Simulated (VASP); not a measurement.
# HfC (P6_3/mmc) in VASP: notebook

The runs below take HfC through single point, with PBE.

Everything below comes from runs of VASP 6.6.1. Logs are shortened: lines on timing, memory, paths and dates and some standing lists are left out, and cuts for length are marked.

**1. The cell of the first run**

The structure is hexagonal, space group P6_3/mmc (No. 194). Conventional cell: a = 3.400 Å, b = 3.400 Å, c = 5.367 Å, α = 90.00°, β = 90.00°, γ = 120.00°. Within 3.1 Å of Hf (site symmetry -6m2) lie 6 C at 2.38 Å. Within 3.1 Å of C (site symmetry -3m) lie 6 Hf at 2.38 Å and 2 C at 2.68 Å.

**2. Single point, PBE (13.43 Å³/atom)**

The input, INCAR:

```
PREC = Accurate
ENCUT = 520
EDIFF = 1E-7
ISMEAR = 0
SIGMA = 0.05
LREAL = False
LASPH = True
NELM = 80
ALGO = Normal
ISIF = 2
LWAVE = False
LCHARG = False
GGA = PE
NBANDS = 22
```

The input, KPOINTS:

```
Automatic mesh
0
Gamma
  12 12 8
```

The input, POSCAR:

```
HfC
1.0
    3.3995151856      0.0000000000      0.0000000000
   -1.6997575928      2.9440665113      0.0000000000
    0.0000000000      0.0000000000      5.3667833137
Hf C
2 2
Direct
    0.3333333333      0.6666666667      0.2500000000
    0.6666666667      0.3333333333      0.7500000000
    0.0000000000      0.0000000000      0.0000000000
    0.0000000000      0.0000000000      0.5000000000
```

Potentials or basis: VASP PAW PBE potentials, release 64 (Hf_pv, C).

Command:

```bash
> cat potpaw_PBE.64/Hf_pv/POTCAR potpaw_PBE.64/C/POTCAR > POTCAR
> mpirun -np 1 vasp_std > vasp.out
```

OUTCAR:

```text
PREC = Accurate
   ENCUT = 520
   EDIFF = 1E-7
   ISMEAR = 0
   LREAL = False
   LASPH = True
   NELM = 80
   ISIF = 2
   GGA = PE

 ion  position               nearest neighbor table
   1  0.333  0.667  0.250-   3 2.38   4 2.38   3 2.38   4 2.38   3 2.38   4 2.38   2 3.32   2 3.32
                             2 3.32   2 3.32   2 3.32   2 3.32
   2  0.667  0.333  0.750-   3 2.38   4 2.38   3 2.38   4 2.38   3 2.38   4 2.38   1 3.32   1 3.32
                             1 3.32   1 3.32   1 3.32   1 3.32
   3  0.000  0.000  0.000-   1 2.38   2 2.38   2 2.38   1 2.38   2 2.38   1 2.38
   4  0.000  0.000  0.500-   1 2.38   2 2.38   2 2.38   1 2.38   2 2.38   1 2.38

  LATTYP: Found a hexagonal cell.
 ALAT       =     3.3995151856
 C/A-ratio  =     1.5786907899

  Lattice vectors:

 A1 = (   3.3995151856,   0.0000000000,   0.0000000000)
 A2 = (  -1.6997575928,   2.9440665113,   0.0000000000)
 A3 = (   0.0000000000,   0.0000000000,   5.3667833137)

Analysis of symmetry for initial positions (statically):
=====================================================================
 Subroutine PRICEL returns:
 Original cell was already a primitive cell.

 Routine SETGRP: Setting up the symmetry group for a
 hexagonal supercell.

 Subroutine GETGRP returns: Found 24 space group operations
 (whereof 12 operations were pure point group operations)
 out of a pool of 24 trial point group operations.

The static configuration has the point symmetry D_3d.
 The point group associated with its full space group is D_6h.

Analysis of symmetry for dynamics (positions and initial velocities):
=====================================================================
 Subroutine PRICEL returns:
 Original cell was already a primitive cell.

 Routine SETGRP: Setting up the symmetry group for a
 hexagonal supercell.

 Subroutine GETGRP returns: Found 24 space group operations
 (whereof 12 operations were pure point group operations)
 out of a pool of 24 trial point group operations.

The dynamic configuration has the point symmetry D_3d.
 The point group associated with its full space group is D_6h.

 Subroutine INISYM returns: Found 24 space group operations
 (whereof 12 operations are pure point group operations),
 and found     1 'primitive' translations

----------------------------------------------------------------------------------------

                                     Primitive cell

  volume of cell :      53.7129

  direct lattice vectors                    reciprocal lattice vectors
     3.399515186  0.000000000  0.000000000     0.294159592  0.169833120  0.000000000
    -1.699757593  2.944066511  0.000000000     0.000000000  0.339666239  0.000000000
     0.000000000  0.000000000  5.366783314     0.000000000  0.000000000  0.186331354

  length of vectors
     3.399515186  3.399515186  5.366783314     0.339666239  0.339666239  0.186331354

  position of ions in fractional coordinates (direct lattice)
     0.333333333  0.666666667  0.250000000
     0.666666667  0.333333333  0.750000000
     0.000000000  0.000000000  0.000000000
     0.000000000  0.000000000  0.500000000

  ion indices of the primitive-cell ions
   primitive index   ion index
                 1           1
                 2           2
                 3           3
                 4           4

----------------------------------------------------------------------------------------

 KPOINTS: Automatic mesh

Automatic generation of k-mesh.
 Grid dimensions read from file:
 generate k-points for:   12   12    8

 Generating k-lattice:

  Cartesian coordinates                     Fractional coordinates (reciprocal lattice)
     0.024513299  0.014152760  0.000000000     0.083333333  0.000000000  0.000000000
     0.000000000  0.028305520  0.000000000     0.000000000  0.083333333  0.000000000
     0.000000000  0.000000000  0.023291419     0.000000000  0.000000000  0.125000000

  Length of vectors
     0.028305520  0.028305520  0.023291419

  Shift w.r.t. Gamma in fractional coordinates (k-lattice)
     0.000000000  0.000000000  0.000000000

 Subroutine IBZKPT returns following result:
 ===========================================

 Found     95 irreducible k-points:

 Following reciprocal coordinates:
            Coordinates               Weight
  0.000000  0.000000  0.000000      1.000000
  0.083333 -0.000000  0.000000      6.000000
  0.166667 -0.000000  0.000000      6.000000
  0.250000 -0.000000  0.000000      6.000000
  0.333333 -0.000000  0.000000      6.000000
  0.416667 -0.000000  0.000000      6.000000
[... 16 lines left out ...]
  0.250000 -0.000000  0.125000     12.000000
  0.333333 -0.000000  0.125000     12.000000
 [... further k-points ...]
   k-points           NKPTS =     95   k-points in BZ     NKDIM =     95   number of bands    NBANDS=     22
   number of dos      NEDOS =    301   number of ions     NIONS =      4
   total plane-waves  NPLWV =  31360
   dimension x,y,z NGX =    28 NGY =   28 NGZ =   40
   dimension x,y,z NGXF=    56 NGYF=   56 NGZF=   80
   ions per type =               2   2
   NGX,Y,Z   is equivalent  to a cutoff of  13.69, 13.69, 12.39 a.u.
   NGXF,Y,Z  is equivalent  to a cutoff of  27.39, 27.39, 24.78 a.u.
 SYSTEM =  unknown system
   PREC   = accura    normal or accurate (medium, high low for compatibility)
   ISTART =      0    job   : 0-new  1-cont  2-samecut
   ICHARG =      2    charge: 1-file 2-atom 10-const
   ISPIN  =      1    spin polarized calculation?
   LNONCOLLINEAR =      F non collinear calculations
   LSORBIT =      F    spin-orbit coupling
   LASPH  =      T    aspherical Exc in radial PAW
   ENCUT  =  520.0 eV  38.22 Ry    6.18 a.u.   6.32  6.32  9.98*2*pi/ulx,y,z
   NELM   =     80;   NELMIN=  2; NELMDL= -5     # of ELM steps
   EDIFF  = 0.1E-06   stopping-criterion for ELM
   LREAL  =      F    real-space projection
   EDIFFG = 0.1E-05   stopping-criterion for IOM
   NSW    =      0    number of steps for IOM
   IBRION =     -1    ionic relax: 0-MD 1-quasi-New 2-CG
   NFREE  =      0    steps in history (QN), initial steepest desc. (CG)
   ISIF   =      2    stress and relaxation
   ISYM   =      2    0-nonsym 1-usesym 2-fastsym
   POTIM  = 0.5000    time-step for ionic-motion
   TEBEG  =    0.0;   TEEND  =   0.0 temperature during run
   PSTRESS=    0.0 pullay stress
   NELECT =      28.0000    total number of electrons
   NUPDOWN=      -1.0000    fix difference up-down
   EMIN   =  10.00;   EMAX   =-10.00  energy-range for DOS
   EFERMI =   0.00;   METHOD = LEGACY
   ISMEAR =     0;   SIGMA  =   0.05  broadening in eV -4-tet -1-fermi 0-gaus
   EFERMI_NEDOS =   21; number of points for ismear=-14 and -15
   IALGO  =     38    algorithm
   IMIX   =      4    mixing-type and parameters
     AMIX     =   0.40;   BMIX     =  1.00
     AMIX_MAG =   1.60;   BMIX_MAG =  1.00
  volume/ion in A,a.u.               =      13.43        90.62
  Fermi-wavevector in a.u.,A,eV,Ry     =   1.317553  2.489813 23.618963  1.735945
  Thomas-Fermi vector in A             =   2.447586
   LORBIT       =      0    0 simple, 1 ext, 2 COOP (PROOUT), +10 PAW based schemes
   GGA     = PE    functional components
   LHFCALC =     F    Hartree Fock is set to
   AEXX    =    0.0000 exact exchange contribution
   IVDW    =     0    specifies the selected vdW correction
   LEPSILON=     F    determine dielectric tensor
   LRPA    =     F    only Hartree local field effects (RPA)
 non-spin polarized calculation
 Gauss-broadening in eV      SIGMA  =   0.05
  energy-cutoff  :      520.00
  volume of cell :       53.71
 maximum number of plane-waves:      1466
 NGX is ok and might be reduce to    28
   NGX = 13   NGY = 13   NGZ = 19

 number of electron      28.0000000 magnetization

 Free energy of the ion-electron system (eV)
  ---------------------------------------------------
  ext. energy  EPLUGINS =         0.00000000
  ---------------------------------------------------
  free energy    TOTEN  =       -41.13504319 eV

  energy without entropy =      -41.13440910  energy(sigma->0) =      -41.13472614

 E-fermi :   6.0230     XC(G=0): -11.9673

 val. band max:        5.9850979539   @ k =   0.2500   0.2500   0.2500
 cond. band min:       6.0265378633   @ k =   0.3333   0.2500   0.0000
 fundamental gap:      0.0414399094
 Fermi energy:         6.0229644345

 k-point     1 :       0.0000    0.0000    0.0000
  band No.  band energies     occupation
      1     -24.8566      2.00000
      2     -24.4076      2.00000
      3     -24.4076      2.00000
      4     -24.3404      2.00000
      5     -24.3404      2.00000
      6     -24.2938      2.00000
[... 14 lines left out ...]
     21       9.4698      0.00000
     22      13.3750      0.00000

 k-point     2 :       0.0833   -0.0000    0.0000
  band No.  band energies     occupation
      1     -24.8439      2.00000
      2     -24.4334      2.00000
      3     -24.4172      2.00000
      4     -24.3650      2.00000
      5     -24.3420      2.00000
      6     -24.2983      2.00000
[... 14 lines left out ...]
     21       9.9540      0.00000
     22      13.0616      0.00000

 k-point     3 :       0.1667   -0.0000    0.0000
  band No.  band energies     occupation
      1     -24.8078      2.00000
      2     -24.5044      2.00000
      3     -24.4419      2.00000
      4     -24.4303      2.00000
      5     -24.3480      2.00000
      6     -24.3121      2.00000
[... 14 lines left out ...]
     21      11.0969      0.00000
     22      12.3135      0.00000
[... 476 lines left out ...]
 k-point    23 :       0.2500   -0.0000    0.1250
  band No.  band energies     occupation
      1     -24.7499      2.00000
      2     -24.5907      2.00000
      3     -24.5258      2.00000
      4     -24.4686      2.00000
      5     -24.3629      2.00000
      6     -24.3413      2.00000
[... 14 lines left out ...]
     21      11.9730      0.00000
     22      12.0043      0.00000

 k-point    24 :       0.3333   -0.0000    0.1250
  band No.  band energies     occupation
      1     -24.7364      2.00000
      2     -24.6496      2.00000
      3     -24.6006      2.00000
      4     -24.4973      2.00000
      5     -24.3756      2.00000
      6     -24.3690      2.00000
[... 14 lines left out ...]
     21      11.7751      0.00000
     22      12.3395      0.00000

 [... further k-points ...]

------------------------ aborting loop because EDIFF is reached ----------------------------------------

  FORCE on cell =-STRESS in cart. coord.  units (eV):
  Direction    XX          YY          ZZ          XY          YZ          ZX
  --------------------------------------------------------------------------------------
  -------------------------------------------------------------------------------------
  Total       -4.8399398     -4.8399398     -4.8300139      0.0000000      0.0000000      0.0000000
  in kB     -144.3683131   -144.3683131   -144.0722358      0.0000000      0.0000000      0.0000000
  external PRESSURE =    -144.2696207 kB  Pullay stress =       0.0000000 kB

 VOLUME and BASIS-vectors are now :
 -----------------------------------------------------------------------------
  energy-cutoff  :      520.00
  volume of cell :       53.71
      direct lattice vectors                 reciprocal lattice vectors
     3.399515186  0.000000000  0.000000000     0.294159592  0.169833120  0.000000000
    -1.699757593  2.944066511  0.000000000     0.000000000  0.339666239  0.000000000
     0.000000000  0.000000000  5.366783314     0.000000000  0.000000000  0.186331354

 POSITION                                       TOTAL-FORCE (eV/Angst)
 -----------------------------------------------------------------------------------
     -0.00000      1.96271      1.34170         0.000000     -0.000000      0.000000
      1.69976      0.98136      4.02509         0.000000      0.000000      0.000000
      0.00000      0.00000      0.00000        -0.000000     -0.000000      0.000000
      0.00000      0.00000      2.68339        -0.000000     -0.000000      0.000000
 -----------------------------------------------------------------------------------
    total drift:                               -0.000000      0.000000     -0.000000

  FREE ENERGIE OF THE ION-ELECTRON SYSTEM (eV)
  ---------------------------------------------------
  free  energy   TOTEN  =       -41.1350431879 eV

  energy  without entropy=      -41.1344090994  energy(sigma->0) =      -41.13472614
```

It took 1.9 min on 1 thread of Intel Xeon Platinum 8375C at 2.90GHz (Ice Lake), shared host; peak memory 0.24 GiB.

Results:

```yaml
Free_energy: -41.1350 eV
Pressure: -14.4 GPa
Band_gap_on_the_k_mesh: zero (bands 14 and 15 overlap by 1.25 eV)
```

Caveat: the cell stands under tension; spin-orbit coupling is left out, which moves the levels of the heavy elements.

**3. Single point, PBE, non-collinear spin, zero start, spin-orbit coupling**

This run uses another cell than the first one, of 12.55 Å³/atom.

The input, INCAR:

```
SYSTEM = HfC
  PREC = Accurate
  ENCUT = 520
  EDIFF = 1E-6
  ISMEAR = 0
  SIGMA = 0.05
  LREAL = .False.
  LASPH = .True.
  NELM = 150
  ALGO = Normal
  ISIF = 2
  LWAVE = .False.
  LCHARG = .True.
  LNONCOLLINEAR = .True.
  MAGMOM = 0 0 0 0 0 0 0 0 0 0 0 0
  LORBIT = 11
  LSORBIT = .True.
  GGA_COMPAT = .False.
  LORBMOM = .True.
  LMAXMIX = 4
  GGA = PE
  LVHAR = .True.
  NBANDS = 42
```

The input, KPOINTS:

```
Automatic mesh
0
Gamma
  12 12 8
  0 0 0
```

The input, POSCAR:

```
HfC
1.0
    3.3299329653      0.0000000000      0.0000000000
   -1.6649664827      2.8838065409      0.0000000000
    0.0000000000      0.0000000000      5.2274907433
Hf C
2 2
Direct
    0.3333333333      0.6666666667      0.2500000000
    0.6666666667      0.3333333333      0.7500000000
    0.0000000000      0.0000000000      0.0000000000
    0.0000000000      0.0000000000      0.5000000000
```

Potentials or basis: VASP PAW PBE potentials, release 64 (Hf_pv, C).

Command:

```bash
> cat potpaw_PBE.64/Hf_pv/POTCAR potpaw_PBE.64/C/POTCAR > POTCAR
> mpirun -np 1 vasp_ncl > vasp.out
```

Run time: 4.1 min. Hardware: 1 thread of Intel Xeon Platinum 8559C (Emerald Rapids), shared host; peak memory 0.49 GiB.

It converged, with:

* Free energy: -42.6221 eV
* Pressure: -0.7 GPa
* Net moment: 0.00 μB per cell
* Valence electrons inside the program's atomic spheres: Hf 8.67; C 2.36

Stress tensor (GPa, compression positive):
```
-0.79  0.00  0.00
 0.00 -0.79  0.00
 0.00  0.00 -0.60
```

Moments on the atoms (μB; x, y, z):
```
Hf  0.00 0.00 0.00
Hf  0.00 0.00 0.00
C   0.00 0.00 0.00
C   0.00 0.00 0.00
```
